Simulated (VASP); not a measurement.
Here is a VASP 6.6.1 calculation.

INCAR

```
  ALGO = Normal
  EDIFF = 1E-7
  ENCUT = 520
  GGA = PE
  ISIF = 2
  ISMEAR = 0
  LASPH = True
  LCHARG = False
  LREAL = Auto
  LWAVE = False
  NBANDS = 56
  NELM = 100
  PREC = Accurate
  SIGMA = 0.05
```

The input KPOINTS:

```
k-points
0
Gamma
  2 2 1
```

The input POSCAR:

```
Si16H4CO
1.0
    7.6791800000      0.0000000000      0.0000000000
    3.8395900000      6.6503650000      0.0000000000
    0.0000000000      0.0000000000     16.4187650000
H Si C O
4 16 1 1
Direct
    0.1666666600      0.1666666600      0.0609059200
    0.6666666400      0.1666666600      0.0609059200
    0.1666666600      0.6666666300      0.0609059200
    0.6666666400      0.6666666300      0.0609059200
    0.1666666600      0.1666666600      0.1522648000
    0.6666666400      0.1666666600      0.1522648000
    0.1666666600      0.6666666300      0.1522648000
    0.6666666400      0.6666666300      0.1522648000
   -0.1697797258      0.3354957789      0.2090224627
    0.3349895428      0.3267236335      0.2035396916
   -0.1664486839      0.8345913130      0.1951356135
    0.3330626633      0.8329062089      0.1936387553
   -0.2186449959      0.4176825288      0.3569870640
    0.2450105248      0.4363093108      0.3521982190
   -0.1747677836      0.8707536303      0.3352837737
    0.3197867353      0.9279679141      0.3269267272
    0.0258471721     -0.0114130509      0.3901113750
    0.4816815309      0.1089346394      0.3383273310
   -0.0684288943      0.5855027689      0.4187882754
    0.4299231054      0.5903658672      0.3837810075
    0.2773494944      0.8327552262      0.4291399536
   -0.1262243911      1.2192130222      0.4221866454
```

Potentials or basis: VASP PAW PBE potentials, release 64 (H, Si, C, O).

Run with:

```console
$ cat potpaw_PBE.64/H/POTCAR potpaw_PBE.64/Si/POTCAR potpaw_PBE.64/C/POTCAR potpaw_PBE.64/O/POTCAR > POTCAR
$ mpirun -np 1 vasp_std > vasp.out
```

(1) What does it give for the band gap on the k mesh?

(2) Estimate the largest force.

Results:

(1) 0.66 eV (least direct gap 0.79 eV).

(2) 0.575 eV/Å.

Caveat: the k points lie up to 0.47 Å⁻¹ apart.
